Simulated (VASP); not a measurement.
KF, 2 atoms in the cell. The structure is cubic, space group Pm-3m (No. 221). Conventional cell: a = 3.259 Å, b = 3.259 Å, c = 3.259 Å, α = 90.00°, β = 90.00°, γ = 90.00°. K (site symmetry m-3m) has 8 F at 2.82 Å and 6 K at 3.26 Å within 3.7 Å. Within 3.7 Å of F (site symmetry m-3m) lie 8 K at 2.82 Å and 6 F at 3.26 Å. 

| Quantity | Value |
| --- | --- |
| Program | VASP 6.6.1 |
| Task | electric field gradients |
| Functional | LDA |
| Potentials or basis | VASP PAW LDA potentials, release 64 (K_sv, F) |
| Cutoff | 520 eV |
| k mesh | 9 × 9 × 9 |
| Occupations | fermi-dirac, width 0.02 eV |
| Spin | no spin polarisation |
| Dipole correction | no |
| Further INCAR settings | ALGO = Normal; EDIFF = 1e-08; NBANDS = 15 |

Potentials or basis: VASP PAW LDA potentials, release 64 (K_sv, F).

Command:

```console
$ cat potpaw_LDA.64/K_sv/POTCAR potpaw_LDA.64/F/POTCAR > POTCAR
$ mpirun -np 1 vasp_std > vasp.out
```

Hardware: 1 thread of Intel(R) Xeon(R) Platinum 8488C (Sapphire Rapids) (shared host).

Problem. Estimate the wall time of this run.

Solution. Wall time 5.9 s on 1 thread of Intel(R) Xeon(R) Platinum 8488C (Sapphire Rapids), on a shared host, peak memory 0.13 GiB. Counts: scf iterations 14, k points 35.
